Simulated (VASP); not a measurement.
# Os (I4/mmm) in VASP: notebook

Os is run at these levels: PBEsol; tasks: single point.

Program: VASP 6.6.1. These are calculated values, not measurements. Logs are shortened: lines on timing, memory, paths and dates and some standing lists are left out, and cuts for length are marked.

### Step 1. The cell of the first run

Symmetry: I4/mmm, No. 139, tetragonal system. The conventional cell has a = 2.682 Å, b = 2.682 Å, c = 4.085 Å, α = 90.00°, β = 90.00°, γ = 90.00°. Os (site symmetry 4/mmm) has 12 Os at 2.68 to 2.79 Å within 3.5 Å.

### Step 2. Single point, PBEsol (strain -0.025 along x and y, +0.050 along z)

INCAR reads:

```
SYSTEM = Os
PREC = Accurate ; ENCUT = 520
EDIFF = 1E-6 ; ISMEAR = 0
SIGMA = 0.15 ; LREAL = .False.
LASPH = .True. ; NELM = 100
ALGO = Normal ; ISIF = 2
LWAVE = .False. ; LCHARG = .True.
GGA = PS ; LELF = .True.
LVHAR = .True. ; NBANDS = 10
```

KPOINTS reads:

```
Automatic mesh
0
Gamma
  20 20 20
  0 0 0
```

POSCAR reads:

```
Os
1.0
    0.0000000000      1.8963750000      2.0422500000
    1.8963750000      0.0000000000      2.0422500000
    1.8963750000      1.8963750000      0.0000000000
Os
1
Direct
    0.0000000000      0.0000000000      0.0000000000
```

Potentials or basis: VASP PAW PBE potentials, release 64 (Os).

Run with:

```
> cat potpaw_PBE.64/Os/POTCAR > POTCAR
> mpirun -np 1 vasp_std > vasp.out
```

OUTCAR:

```text
SYSTEM = Os
   PREC = Accurate
   ENCUT = 520
   EDIFF = 1E-6
   ISMEAR = 0
   LREAL = .False.
   LASPH = .True.
   NELM = 100
   ISIF = 2
   GGA = PS

 ion  position               nearest neighbor table
   1  0.000  0.000  0.000-

  LATTYP: Found a body centered tetragonal cell.
 ALAT       =     2.6818792443
 C/A-ratio  =     1.5229992210

  Lattice vectors:

 A1 = (  -1.8963750000,   0.0000000000,   2.0422500000)
 A2 = (   1.8963750000,   0.0000000000,   2.0422500000)
 A3 = (   0.0000000000,   1.8963750000,  -2.0422500000)

Analysis of symmetry for initial positions (statically):
=====================================================================
 Subroutine PRICEL returns:
 Original cell was already a primitive cell.

 Routine SETGRP: Setting up the symmetry group for a
 body centered tetragonal supercell.

 Subroutine GETGRP returns: Found 16 space group operations
 (whereof 16 operations were pure point group operations)
 out of a pool of 16 trial point group operations.

The static configuration has the point symmetry D_4h.

Analysis of symmetry for dynamics (positions and initial velocities):
=====================================================================
 Subroutine PRICEL returns:
 Original cell was already a primitive cell.

 Routine SETGRP: Setting up the symmetry group for a
 body centered tetragonal supercell.

 Subroutine GETGRP returns: Found 16 space group operations
 (whereof 16 operations were pure point group operations)
 out of a pool of 16 trial point group operations.

The dynamic configuration has the point symmetry D_4h.

 Subroutine INISYM returns: Found 16 space group operations
 (whereof 16 operations are pure point group operations),
 and found     1 'primitive' translations

----------------------------------------------------------------------------------------

                                     Primitive cell

  volume of cell :      14.6888

  direct lattice vectors                    reciprocal lattice vectors
     0.000000000  1.896375000  2.042250000    -0.263660932  0.263660932  0.244828008
     1.896375000  0.000000000  2.042250000     0.263660932 -0.263660932  0.244828008
     1.896375000  1.896375000  0.000000000     0.263660932  0.263660932 -0.244828008

  length of vectors
     2.786937962  2.786937962  2.681879244     0.446066058  0.446066058  0.446066058

  position of ions in fractional coordinates (direct lattice)
     0.000000000  0.000000000  0.000000000
[... 68 lines left out ...]
   ISTART =      0    job   : 0-new  1-cont  2-samecut
   ICHARG =      2    charge: 1-file 2-atom 10-const
   ISPIN  =      1    spin polarized calculation?
   LNONCOLLINEAR =      F non collinear calculations
   LSORBIT =      F    spin-orbit coupling
   LASPH  =      T    aspherical Exc in radial PAW
   ENCUT  =  520.0 eV  38.22 Ry    6.18 a.u.   5.18  5.18  4.99*2*pi/ulx,y,z
   NELM   =    100;   NELMIN=  2; NELMDL= -5     # of ELM steps
   EDIFF  = 0.1E-05   stopping-criterion for ELM
   LREAL  =      F    real-space projection
[... 7 lines left out ...]
   TEBEG  =    0.0;   TEEND  =   0.0 temperature during run
   PSTRESS=    0.0 pullay stress
   NELECT =       8.0000    total number of electrons
   NUPDOWN=      -1.0000    fix difference up-down
   EMIN   =  10.00;   EMAX   =-10.00  energy-range for DOS
   EFERMI =   0.00;   METHOD = LEGACY
   ISMEAR =     0;   SIGMA  =   0.15  broadening in eV -4-tet -1-fermi 0-gaus
   EFERMI_NEDOS =   21; number of points for ismear=-14 and -15
   IALGO  =     38    algorithm
   IMIX   =      4    mixing-type and parameters
     AMIX     =   0.40;   BMIX     =  1.00
     AMIX_MAG =   1.60;   BMIX_MAG =  1.00
  volume/ion in A,a.u.               =      14.69        99.13
  Fermi-wavevector in a.u.,A,eV,Ry     =   1.336931  2.526434 24.318848  1.787385
  Thomas-Fermi vector in A             =   2.465519
   LORBIT       =      0    0 simple, 1 ext, 2 COOP (PROOUT), +10 PAW based schemes
   GGA     = PS    functional components
   LHFCALC =     F    Hartree Fock is set to
   AEXX    =    0.0000 exact exchange contribution
   IVDW    =     0    specifies the selected vdW correction
   LEPSILON=     F    determine dielectric tensor
   LRPA    =     F    only Hartree local field effects (RPA)
 non-spin polarized calculation
 Gauss-broadening in eV      SIGMA  =   0.15
  energy-cutoff  :      520.00
  volume of cell :       14.69
 maximum number of plane-waves:       408
 NGX is ok and might be reduce to    24
   NGX = 11   NGY = 11   NGZ =  9

 number of electron       8.0000000 magnetization

 Free energy of the ion-electron system (eV)
  ---------------------------------------------------
  ext. energy  EPLUGINS =         0.00000000
  ---------------------------------------------------
  free energy    TOTEN  =       -12.00279493 eV

  energy without entropy =      -11.99279633  energy(sigma->0) =      -11.99779563

 E-fermi :   8.4978     XC(G=0): -13.8736

 val. band max:        8.4924127604   @ k =   0.4000   0.1000   0.3000
 cond. band min:       8.4981495181   @ k =  -0.1000   0.1000   0.0500
 fundamental gap:      0.0057367577
 Fermi energy:         8.4978256164

 k-point     1 :       0.0000    0.0000    0.0000
  band No.  band energies     occupation
      1      -1.9696      2.00000
      2       5.0009      2.00000
      3       6.0495      2.00000
      4       6.0495      2.00000
      5       7.7681      2.00000
      6       9.1610      0.00000
      7      22.8561      0.00000
      8      26.7952      0.00000
      9      29.0772      0.00000
     10      29.0772      0.00000
[... 287 lines left out ...]
 k-point    24 :      -0.3500    0.0500    0.0000
  band No.  band energies     occupation
      1       1.2188      2.00000
      2       5.2086      2.00000
      3       6.2074      2.00000
      4       6.3266      2.00000
      5       9.5194      0.00000
      6      10.5410      0.00000
      7      19.3706      0.00000
      8      23.5216      0.00000
      9      29.0891      0.00000
     10      31.4085      0.00000

 [... further k-points ...]
[... 5 lines left out ...]
  --------------------------------------------------------------------------------------
  -------------------------------------------------------------------------------------
  Total       -0.9193985     -0.9193985     -3.2232243      0.0000000      0.0000000      0.0000000
  in kB     -100.2829378   -100.2829378   -351.5715831      0.0000000      0.0000000      0.0000000
  external PRESSURE =    -184.0458195 kB  Pullay stress =       0.0000000 kB

 VOLUME and BASIS-vectors are now :
 -----------------------------------------------------------------------------
  energy-cutoff  :      520.00
  volume of cell :       14.69
      direct lattice vectors                 reciprocal lattice vectors
     0.000000000  1.896375000  2.042250000    -0.263660932  0.263660932  0.244828008
     1.896375000  0.000000000  2.042250000     0.263660932 -0.263660932  0.244828008
     1.896375000  1.896375000  0.000000000     0.263660932  0.263660932 -0.244828008

 POSITION                                       TOTAL-FORCE (eV/Angst)
 -----------------------------------------------------------------------------------
      0.00000      0.00000      0.00000         0.000000      0.000000      0.000000
 -----------------------------------------------------------------------------------
    total drift:                                0.000000      0.000000     -0.000000

  FREE ENERGIE OF THE ION-ELECTRON SYSTEM (eV)
  ---------------------------------------------------
  free  energy   TOTEN  =       -12.0027949335 eV

  energy  without entropy=      -11.9927963308  energy(sigma->0) =      -11.99779563
```

stdout:

```text
POSCAR found type information on POSCAR Os
 POSCAR found :  1 types and       1 ions
 scaLAPACK will be used
 -----------------------------------------------------------------------------
|                                                                             |
|                                                                             |
|     You enforced a specific xc type in the INCAR file but a different       |
|     I HOPE YOU KNOW WHAT YOU ARE DOING!                                     |
|                                                                             |
 -----------------------------------------------------------------------------

 LDA part: xc-table for (Slater+PW92), standard interpolation
 POSCAR, INCAR and KPOINTS ok, starting setup
 FFT: planning ... GRIDC
 FFT: planning ... GRID_SOFT
 FFT: planning ... GRID
 WAVECAR not read
 entering main loop
```

Wall time 46 s (1 thread of Intel Xeon Platinum 8259CL at 2.50GHz (Skylake/Cascade Lake), shared host); peak memory 0.21 GiB.

What came out:

| Quantity | Value |
| --- | --- |
| Free energy | -12.0028 eV |
| Pressure | -18.4 GPa |
| Band gap on the k mesh | zero (band 4 reaches 10.82 eV, above the bottom of band 5 at 6.80 eV) |

Levels at points of the mesh, in eV from the Fermi level:
| k point | band 1 | band 2 | band 3 | band 4 | band 5 | band 6 | band 7 | band 8 | band 9 |
| --- | --- | --- | --- | --- | --- | --- | --- | --- | --- |
| (0.00, 0.00, 0.00) | -10.47 | -3.50 | -2.45 | -2.45 | -0.73 | 0.66 | 14.36 | 18.30 | 20.58 |
| (0.50, 0.00, 0.00) | -7.32 | -3.47 | -2.45 | -0.25 | 1.98 | 2.49 | 8.41 | 13.66 | 19.44 |
| (0.50, 0.50, 0.00) | -7.22 | -6.43 | 1.22 | 2.31 | 2.81 | 2.81 | 10.17 | 12.81 | 12.81 |
| (0.50, 0.00, 0.50) | -7.14 | -6.45 | 2.07 | 2.33 | 2.73 | 3.45 | 11.09 | 11.96 | 12.15 |

Caveat: the cell differs from its parent crystal (strain -0.025 along x and y, +0.050 along z); the PAW data sets were made with another functional, which shifts forces and pressure a little; spin-orbit coupling is left out, which moves the levels of the heavy elements.

### Step 3. Single point, PBEsol (strain +0.000 along x and y, +0.025 along z)

INCAR reads:

```
PREC     = Accurate       # precision mode
ENCUT    = 520            # plane-wave cutoff, eV
EDIFF    = 1E-6           # SCF threshold, eV
ISMEAR   = 0              # smearing method
SIGMA    = 0.15           # smearing width, eV
LREAL    = False          # projectors in reciprocal space
LASPH    = True           # aspherical terms in the spheres
NELM     = 100            # most SCF steps
ALGO     = Normal         # electronic algorithm
ISIF     = 2              # what is computed and relaxed
LWAVE    = False          # write WAVECAR
LCHARG   = False          # write CHGCAR
GGA      = PS             # functional
NBANDS   = 10             # bands
```

KPOINTS reads:

```
regular mesh
0
Gamma
  20 20 20
```

POSCAR reads:

```
Os
1.0
    0.0000000000      1.9450000000      1.9936250000
    1.9450000000      0.0000000000      1.9936250000
    1.9450000000      1.9450000000      0.0000000000
Os
1
Direct
    0.0000000000      0.0000000000      0.0000000000
```

Potentials or basis: VASP PAW PBE potentials, release 64 (Os).

Run with:

```
> cat potpaw_PBE.64/Os/POTCAR > POTCAR
> mpirun -np 1 vasp_std > vasp.out
```

Wall time 50 s (1 thread of Intel Xeon Platinum 8259CL at 2.50GHz (Skylake/Cascade Lake), shared host); peak memory 0.22 GiB.

The run converged. Its results:

```
Free energy            : -11.9930 eV
Pressure               : -27.7 GPa
Band gap on the k mesh : zero (band 4 reaches 10.44 eV, above the bottom of band 5 at 6.72 eV)
```

Stress tensor (GPa, compression positive):
```
-25.45   0.00   0.00
  0.00 -25.45   0.00
  0.00   0.00 -32.13
```

Levels at points of the mesh, in eV from the Fermi level:
| k point | band 1 | band 2 | band 3 | band 4 | band 5 | band 6 | band 7 | band 8 |
| --- | --- | --- | --- | --- | --- | --- | --- | --- |
| (0.00, 0.00, 0.00) | -10.23 | -2.94 | -2.61 | -2.61 | -0.21 | 0.21 | 14.28 | 19.14 |
| (0.50, 0.00, 0.00) | -7.09 | -3.02 | -2.69 | -0.24 | 2.06 | 2.24 | 8.03 | 13.77 |
| (0.50, 0.50, 0.00) | -6.92 | -6.21 | 1.82 | 2.13 | 2.74 | 2.74 | 10.61 | 12.03 |
| (0.50, 0.00, 0.50) | -6.89 | -6.23 | 2.09 | 2.32 | 2.59 | 2.93 | 11.24 | 11.47 |

Caveat: the cell differs from its parent crystal (strain +0.000 along x and y, +0.025 along z); the PAW data sets were made with another functional, which shifts forces and pressure a little; spin-orbit coupling is left out, which moves the levels of the heavy elements.

### Step 4. Single point, PBEsol (strain +0.000 along x and y, +0.050 along z)

INCAR reads:

```
PREC     = Accurate       # precision mode
ENCUT    = 520            # plane-wave cutoff, eV
EDIFF    = 1E-7           # SCF threshold, eV
ISMEAR   = 0              # smearing method
SIGMA    = 0.15           # smearing width, eV
LREAL    = F              # projectors in reciprocal space
LASPH    = T              # aspherical terms in the spheres
NELM     = 60             # most SCF steps
ALGO     = Normal         # electronic algorithm
ISIF     = 2              # what is computed and relaxed
LWAVE    = F              # write WAVECAR
LCHARG   = T              # write CHGCAR
GGA      = PS             # functional
LELF     = T              # ELF
LVHAR    = T            
NBANDS   = 10             # bands
```

KPOINTS is that of step 3.

POSCAR reads:

```
Os
1.0
    0.0000000000      1.9450000000      2.0422500000
    1.9450000000      0.0000000000      2.0422500000
    1.9450000000      1.9450000000      0.0000000000
Os
1
Direct
    0.0000000000      0.0000000000      0.0000000000
```

Run with:

```
> cat potpaw_PBE.64/Os/POTCAR > POTCAR
> mpirun -np 1 vasp_std > vasp.out
```

It took 57 s on 1 thread of Intel Xeon Platinum 8259CL at 2.50GHz (Skylake/Cascade Lake), shared host; peak memory 0.22 GiB.

The run converged. Its results:

* Free energy: -11.9068 eV
* Pressure: -33.9 GPa
* Band gap on the k mesh: zero (band 4 reaches 10.10 eV, above the bottom of band 5 at 6.35 eV)

Stress tensor (GPa, compression positive):
```
-29.43   0.00   0.00
  0.00 -29.43   0.00
  0.00   0.00 -42.92
```

Levels at points of the mesh, in eV from the Fermi level:
| k point | band 1 | band 2 | band 3 | band 4 | band 5 | band 6 | band 7 | band 8 |
| --- | --- | --- | --- | --- | --- | --- | --- | --- |
| (0.00, 0.00, 0.00) | -10.02 | -3.04 | -2.40 | -2.40 | -0.44 | 0.39 | 14.31 | 18.58 |
| (0.50, 0.00, 0.00) | -6.88 | -3.06 | -2.43 | -0.21 | 1.89 | 2.22 | 7.76 | 13.72 |
| (0.50, 0.50, 0.00) | -6.71 | -5.98 | 1.49 | 2.07 | 2.60 | 2.60 | 9.85 | 12.17 |
| (0.50, 0.00, 0.50) | -6.65 | -6.01 | 1.96 | 2.32 | 2.45 | 2.98 | 11.09 | 11.09 |

Caveat: the cell differs from its parent crystal (strain +0.000 along x and y, +0.050 along z); the PAW data sets were made with another functional, which shifts forces and pressure a little; spin-orbit coupling is left out, which moves the levels of the heavy elements.

### Step 5. Single point, PBEsol (strain +0.025 along x and y, +0.000 along z)

INCAR reads:

```
PREC = Accurate
ENCUT = 520
EDIFF = 1E-7
ISMEAR = 0
SIGMA = 0.15
LREAL = F
LASPH = T
NELM = 80
ALGO = Normal
ISIF = 2
LWAVE = F
LCHARG = F
GGA = PS
NBANDS = 10
```

KPOINTS reads:

```
Automatic mesh
0
Gamma
  20 20 20
```

POSCAR reads:

```
Os
1.0
    0.0000000000      1.9936250000      1.9450000000
    1.9936250000      0.0000000000      1.9450000000
    1.9936250000      1.9936250000      0.0000000000
Os
1
Direct
    0.0000000000      0.0000000000      0.0000000000
```

Run with:

```
> cat potpaw_PBE.64/Os/POTCAR > POTCAR
> mpirun -np 1 vasp_std > vasp.out
```

It took 56 s on 1 thread of Intel Xeon Platinum 8259CL at 2.50GHz (Skylake/Cascade Lake), shared host; peak memory 0.23 GiB.

The run converged. Its results:

- Free energy: -11.9199 eV
- Pressure: -34.4 GPa
- Band gap on the k mesh: zero (band 4 reaches 10.22 eV, above the bottom of band 5 at 6.37 eV)

Stress tensor (GPa, compression positive):
```
-36.54   0.00   0.00
  0.00 -36.54   0.00
  0.00   0.00 -30.05
```

Levels at points of the mesh, in eV from the Fermi level:
```tsv
k point	band 2	band 3	band 4	band 5	band 6	band 7
(0.00, 0.00, 0.00)	-2.72	-2.72	-2.42	-0.20	0.19	14.29
(0.50, 0.00, 0.00)	-2.91	-2.58	-0.22	1.96	2.15	7.74
(0.50, 0.50, 0.00)	-6.03	2.01	2.45	2.65	2.65	11.06
(0.50, 0.00, 0.50)	-5.99	1.95	2.02	2.48	2.78	10.45
```

Caveat: the cell differs from its parent crystal (strain +0.025 along x and y, +0.000 along z); the PAW data sets were made with another functional, which shifts forces and pressure a little; spin-orbit coupling is left out, which moves the levels of the heavy elements.

### Step 6. Overview

| cell | gap on the mesh (eV) | pressure (GPa) |
| --- | --- | --- |
| a = 2.787, b = 2.787, c = 2.682 Å, angles 61.2, 61.2, 57.5°, 1 atom | none | -18.4 |
| a = 2.785, b = 2.785, c = 2.751 Å, angles 60.4, 60.4, 59.2°, 1 atom | none | -27.7 |
| a = 2.820, b = 2.820, c = 2.751 Å, angles 60.8, 60.8, 58.4°, 1 atom | none | -33.9 |
| a = 2.785, b = 2.785, c = 2.819 Å, angles 59.6, 59.6, 60.8°, 1 atom | none | -34.4 |

Alike in all rows: task single point; level PBEsol; potentials or basis VASP PAW PBE potentials, release 64 (Os); no spin polarisation; k mesh 20 × 20 × 20; cutoff (eV) 520; smearing gaussian 0.15 eV.

Caveats: the PAW data sets were made with another functional, which shifts forces and pressure a little; spin-orbit coupling is left out, which moves the levels of the heavy elements.

Total energies depend on the potentials used, so only differences within one code and one set of settings carry meaning.
